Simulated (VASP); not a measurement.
Input of a VASP 6.6.1 run:

INCAR

```
SYSTEM = Mn
AGGAC = 1.0
AGGAX = 1.0
ALDAC = 0.0
ALDAX = 1.0
ALGO = Normal
EDIFF = 1E-6
ENCUT = 520
GGA = B5
ISIF = 2
ISMEAR = -1
LASPH = .TRUE.
LCHARG = .FALSE.
LREAL = .FALSE.
LWAVE = .FALSE.
NBANDS = 12
NELM = 60
PREC = Accurate
SIGMA = 0.1
```

The input KPOINTS:

```
k-points
0
G
  15 15 15
  0 0 0
```

POSCAR

```
Mn
1.0
    2.4039586179      0.0000000000      0.0000000000
    0.0000000000      2.4039586179      0.0000000000
    0.0000000000      0.0000000000      2.4039586179
Mn
1
Direct
    0.0000000000      0.0000000000      0.0000000000
```

Potentials or basis: VASP PAW PBE potentials, release 64 (Mn_pv).

The run is started by

```console
$ cat potpaw_PBE.64/Mn_pv/POTCAR > POTCAR
$ mpirun -np 1 vasp_std > vasp.out
```

(1) What does it give for the pressure?

Answers

(1) -16.4 GPa.

Caveat: the PAW data sets were made with another functional, which shifts forces and pressure a little; the run has no spin polarisation, though such a crystal can be magnetic.
